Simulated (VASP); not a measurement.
# NiO (F-43m) in VASP: notebook

Runs on NiO. Level: PBE+U. Tasks: single point.

Everything below comes from runs of VASP 6.6.1. Logs are shortened: lines on timing, memory, paths and dates and some standing lists are left out, and cuts for length are marked.

## Step 1: The cell of the first run

It takes space group F-43m (No. 216, cubic). Conventional cell: a = 4.649 Å, b = 4.649 Å, c = 4.649 Å, α = 90.00°, β = 90.00°, γ = 90.00°. Ni (site symmetry -43m) has 4 O at 2.01 Å within 2.7 Å. Within 2.7 Å of O (site symmetry -43m) lie 4 Ni at 2.01 Å.

## Step 2: Single point, PBE+U, collinear spin, ferromagnetic start (12.56 Å³/atom)

The input, INCAR:

```
PREC = Accurate
ENCUT = 700
EDIFF = 1E-6
ISMEAR = 0
SIGMA = 0.05
LREAL = False
LASPH = True
NELM = 200
ALGO = Normal
ISIF = 2
LWAVE = False
LCHARG = False
ISPIN = 2
MAGMOM = 1.89 0.13
LORBIT = 11
LMAXMIX = 4
LDAU = True
LDAUTYPE = 2
LDAUL = 2 -1
LDAUU = 6.2 0
LDAUJ = 0 0
LDAUPRINT = 1
GGA = PE
NBANDS = 23
GGA_COMPAT = False
```

The input, KPOINTS:

```
Automatic mesh
0
Gamma
  10 10 10
```

The input, POSCAR:

```
NiO
1.0
    0.0000000000      2.3247345634      2.3247345634
    2.3247345634      0.0000000000      2.3247345634
    2.3247345634      2.3247345634      0.0000000000
Ni O
1 1
Direct
    0.0000000000      0.0000000000      0.0000000000
    0.2500000000      0.2500000000      0.2500000000
```

Potentials or basis: VASP PAW PBE potentials, release 64 (Ni_sv_GW, O).

On the command line:

```
$ cat potpaw_PBE.64/Ni_sv_GW/POTCAR potpaw_PBE.64/O/POTCAR > POTCAR
$ mpirun -np 1 vasp_std > vasp.out
```

OUTCAR:

```text
PREC = Accurate
   ENCUT = 700
   EDIFF = 1E-6
   ISMEAR = 0
   LREAL = False
   LASPH = True
   NELM = 200
   ISIF = 2
   ISPIN = 2
   LORBIT = 11
   GGA = PE

 ion  position               nearest neighbor table
   1  0.000  0.000  0.000-   2 2.01   2 2.01   2 2.01   2 2.01
   2  0.250  0.250  0.250-   1 2.01   1 2.01   1 2.01   1 2.01

  LATTYP: Found a face centered cubic cell.
 ALAT       =     4.6494691268

  Lattice vectors:

 A1 = (   0.0000000000,   2.3247345634,   2.3247345634)
 A2 = (   2.3247345634,   0.0000000000,   2.3247345634)
 A3 = (   2.3247345634,   2.3247345634,   0.0000000000)

Analysis of symmetry for initial positions (statically):
=====================================================================
 Subroutine PRICEL returns:
 Original cell was already a primitive cell.

 Routine SETGRP: Setting up the symmetry group for a
 face centered cubic supercell.

 Subroutine GETGRP returns: Found 24 space group operations
 (whereof 24 operations were pure point group operations)
 out of a pool of 48 trial point group operations.

The static configuration has the point symmetry T_d .

Analysis of symmetry for dynamics (positions and initial velocities):
=====================================================================
 Subroutine PRICEL returns:
 Original cell was already a primitive cell.

 Routine SETGRP: Setting up the symmetry group for a
 face centered cubic supercell.

 Subroutine GETGRP returns: Found 24 space group operations
 (whereof 24 operations were pure point group operations)
 out of a pool of 48 trial point group operations.

The dynamic configuration has the point symmetry T_d .

Analysis of structural, dynamic, and magnetic symmetry:
=====================================================================
 Subroutine PRICEL returns:
 Original cell was already a primitive cell.

[... 168 lines left out ...]

 occupancies and eigenvectors

  o =  0.3841  v =  0.0000  0.0000  0.0000  0.0000  0.0000  1.0000  0.0000  0.0000  0.0000  0.0000      0.0000  0.0000  0.0000  0.0000  0.0000  0.0000  0.0000  0.0000  0.0000  0.0000
  o =  0.3841  v =  0.0000  0.0000  0.0000  0.0000  0.0000  0.0000 -0.4836 -0.0000  0.8753  0.0000      0.0000  0.0000  0.0000  0.0000  0.0000  0.0000  0.0000  0.0000  0.0000  0.0000
  o =  0.3841  v =  0.0000  0.0000  0.0000  0.0000  0.0000  0.0000 -0.8753  0.0000 -0.4836  0.0000      0.0000  0.0000  0.0000  0.0000  0.0000  0.0000  0.0000  0.0000  0.0000  0.0000
  o =  0.9261  v =  0.0000  0.0000  0.0000  0.0000  0.0000  0.0000 -0.0000 -0.4455 -0.0000 -0.8953      0.0000  0.0000  0.0000  0.0000  0.0000  0.0000  0.0000  0.0000  0.0000  0.0000
  o =  0.9261  v =  0.0000  0.0000  0.0000  0.0000  0.0000  0.0000  0.0000 -0.8953 -0.0000  0.4455      0.0000  0.0000  0.0000  0.0000  0.0000  0.0000  0.0000  0.0000  0.0000  0.0000
  o =  0.9410  v =  0.0000 -0.0000 -0.9976  0.0000  0.0689  0.0000  0.0000  0.0000  0.0000  0.0000      0.0000  0.0000  0.0000  0.0000  0.0000  0.0000  0.0000  0.0000  0.0000  0.0000
  o =  0.9410  v =  0.0000  0.0000  0.0689 -0.0000  0.9976  0.0000  0.0000  0.0000  0.0000  0.0000      0.0000  0.0000  0.0000  0.0000  0.0000  0.0000  0.0000  0.0000  0.0000  0.0000
  o =  0.9507  v =  0.0000  0.8180 -0.0000 -0.5753 -0.0000  0.0000  0.0000  0.0000  0.0000  0.0000      0.0000  0.0000  0.0000  0.0000  0.0000  0.0000  0.0000  0.0000  0.0000  0.0000
  o =  0.9507  v =  0.0000  0.5753  0.0000  0.8180 -0.0000  0.0000  0.0000  0.0000  0.0000  0.0000      0.0000  0.0000  0.0000  0.0000  0.0000  0.0000  0.0000  0.0000  0.0000  0.0000
  o =  0.9507  v =  1.0000  0.0000  0.0000  0.0000  0.0000  0.0000  0.0000  0.0000  0.0000  0.0000      0.0000  0.0000  0.0000  0.0000  0.0000  0.0000  0.0000  0.0000  0.0000  0.0000

 number of electron      23.9999995 magnetization       2.0021864

 Free energy of the ion-electron system (eV)
  ---------------------------------------------------
  ext. energy  EPLUGINS =         0.00000000
  ---------------------------------------------------
  free energy    TOTEN  =        -8.74463219 eV

  energy without entropy =       -8.74086742  energy(sigma->0) =       -8.74274981

 E-fermi :   4.5197     XC(G=0): -10.8900

 val. band max:        4.5188863834   @ k =  -0.4000   0.5000   0.1000
 cond. band min:       4.5330047659   @ k =   0.3000   0.3000   0.0000
 fundamental gap:      0.0141183825
 Fermi energy:         4.5197367480

 spin component 1

 k-point     1 :       0.0000    0.0000    0.0000
  band No.  band energies     occupation
      1    -100.8534      1.00000
      2     -61.2286      1.00000
      3     -61.2286      1.00000
      4     -61.2286      1.00000
      5     -15.1583      1.00000
      6      -3.2008      1.00000
[... 1241 lines left out ...]
     22      31.2014      0.00000
     23      31.6531      0.00000

 [... further k-points ...]
[... 5 lines left out ...]
  --------------------------------------------------------------------------------------
  -------------------------------------------------------------------------------------
  Total       -1.8291060     -1.8291060     -1.8291060      0.0000000      0.0000000      0.0000000
  in kB     -116.6270647   -116.6270647   -116.6270647      0.0000000      0.0000000      0.0000000
  external PRESSURE =    -116.6270647 kB  Pullay stress =       0.0000000 kB

 VOLUME and BASIS-vectors are now :
 -----------------------------------------------------------------------------
  energy-cutoff  :      700.00
  volume of cell :       25.13
      direct lattice vectors                 reciprocal lattice vectors
     0.000000000  2.324734563  2.324734563    -0.215078318  0.215078318  0.215078318
     2.324734563  0.000000000  2.324734563     0.215078318 -0.215078318  0.215078318
     2.324734563  2.324734563  0.000000000     0.215078318  0.215078318 -0.215078318

 POSITION                                       TOTAL-FORCE (eV/Angst)
 -----------------------------------------------------------------------------------
      0.00000      0.00000      0.00000         0.000000      0.000000     -0.000000
      1.16237      1.16237      1.16237        -0.000000     -0.000000      0.000000
 -----------------------------------------------------------------------------------
    total drift:                               -0.000000     -0.000000     -0.000000

  FREE ENERGIE OF THE ION-ELECTRON SYSTEM (eV)
  ---------------------------------------------------
  free  energy   TOTEN  =        -8.7446321911 eV

  energy  without entropy=       -8.7408674240  energy(sigma->0) =       -8.74274981

 total charge

# of ion       s       p       d       f       tot
--------------------------------------------------
    1        2.168   6.218   7.713   0.007  16.105
    2        1.546   3.411   0.000   0.000   4.957
--------------------------------------------------
tot          3.714   9.629   7.713   0.007  21.062

 magnetization (x)

# of ion       s       p       d       f       tot
--------------------------------------------------
    1        0.005   0.015   1.727   0.001   1.747
    2        0.014   0.250   0.000   0.000   0.264
--------------------------------------------------
tot          0.019   0.264   1.727   0.001   2.011
```

Wall time 54 s (1 thread of Intel Xeon 6975P-C (Granite Rapids), shared host); peak memory 0.23 GiB.

What came out:

| Item | Value |
| --- | --- |
| Free energy | -8.7446 eV |
| Pressure | -11.7 GPa |
| Band gap on the k mesh | zero (filled and empty bands overlap) |
| Net moment | 2.00 μB per cell |
| Site moments | Ni +1.75; O +0.26 μB |
| Valence electrons inside the program's atomic spheres | Ni 16.11; O 4.96 |

Eigenvalues of the final occupation matrices:
```
    site  spin  trace               eigenvalues
site 1 d     1   4.73  0.94 0.94 0.95 0.95 0.95
site 1 d     2   3.00  0.38 0.38 0.38 0.93 0.93
```

Caveat: the cell stands under tension; a cell with one magnetic atom can't hold antiferromagnetic order, which such compounds often take.

## Step 3: Single point, PBE+U, collinear spin, antiferromagnetic start

This run uses another cell than the first one: it holds 4 atoms, not 2.

The input, INCAR:

```
SYSTEM = NiO
PREC = Accurate
ENCUT = 700
EDIFF = 1E-6
ISMEAR = 0
SIGMA = 0.05
LREAL = .False.
LASPH = .True.
NELM = 200
ALGO = Normal
ISIF = 2
LWAVE = .False.
LCHARG = .True.
ISPIN = 2
MAGMOM = 2 -2 0 0
LORBIT = 11
LMAXMIX = 4
LDAU = .True.
LDAUTYPE = 2
LDAUL = 2 -1
LDAUU = 6.2 0
LDAUJ = 0 0
LDAUPRINT = 1
GGA = PE
LELF = .True.
LVHAR = .True.
NBANDS = 36
GGA_COMPAT = .False.
```

The input, KPOINTS:

```
Automatic mesh
0
Gamma
  10 10 5
  0 0 0
```

The input, POSCAR:

```
NiO
1.0
    0.0000000000      2.3247345634      2.3247345634
    4.6494691268      2.3247345634      2.3247345634
    4.6494691268      4.6494691268      0.0000000000
Ni O
2 2
Direct
    0.0000000000      0.0000000000      0.0000000000
    0.0000000000      0.0000000000      0.5000000000
    0.2500000000      0.2500000000      0.0000000000
    0.2500000000      0.2500000000      0.5000000000
```

Potentials or basis: VASP PAW PBE potentials, release 64 (Ni_sv_GW, O).

On the command line:

```
$ cat potpaw_PBE.64/Ni_sv_GW/POTCAR potpaw_PBE.64/O/POTCAR > POTCAR
$ mpirun -np 1 vasp_std > vasp.out
```

Wall time 14 min (1 thread of Intel Xeon Platinum 8259CL at 2.50GHz (Skylake/Cascade Lake), shared host); peak memory 0.52 GiB.

The run converged. Its results:

```
Free energy                                           : -17.8207 eV
Pressure                                              : -8.3 GPa
Band gap on the k mesh                                : zero (filled and empty bands overlap)
Net moment                                            : 0.00 μB per cell
Site moments                                          : Ni +1.65, -1.65; O +0.00 μB
Valence electrons inside the program's atomic spheres : Ni 16.14; O 4.96
```

Stress tensor (GPa, compression positive):
```
-11.15   0.00   0.00
  0.00  -6.89   0.00
  0.00   0.00  -6.89
```

Levels at points of the mesh, in eV from the Fermi level:
Spin up:
| k point | band 22 | band 23 | band 24 | band 25 | band 26 | band 27 |
| --- | --- | --- | --- | --- | --- | --- |
| (0.00, 0.00, 0.00) | -2.19 | -2.19 | 0.23 | 0.89 | 0.89 | 2.24 |
| (0.50, 0.00, 0.00) | -2.15 | -1.57 | -0.16 | 0.57 | 2.69 | 5.23 |
| (0.50, 0.50, 0.00) | -3.00 | -2.67 | -0.73 | -0.73 | 2.64 | 5.07 |
Spin down:
```tsv
k point	band 20	band 21	band 22	band 23	band 24	band 25	band 26	band 27	band 28	band 29
(0.00, 0.00, 0.00)	-2.60	-2.58	-2.19	-2.19	0.23	0.89	0.89	2.24	5.72	9.11
(0.50, 0.00, 0.00)	-3.56	-2.53	-2.15	-1.57	-0.16	0.57	2.69	5.23	5.46	6.94
(0.50, 0.50, 0.00)	-3.57	-3.23	-3.00	-2.67	-0.73	-0.73	2.64	5.07	5.07	8.87
```

Eigenvalues of the final occupation matrices:
```csv
site,spin,trace,eigenvalues
site 1 d,1,4.70,0.93 0.94 0.94 0.94 0.95
site 1 d,2,3.07,0.08 0.57 0.57 0.92 0.93
site 2 d,1,3.07,0.08 0.57 0.57 0.92 0.93
site 2 d,2,4.70,0.93 0.94 0.94 0.94 0.95
```

Caveat: the cell stands under tension. The state reached can hang on the start; a lower one may exist.
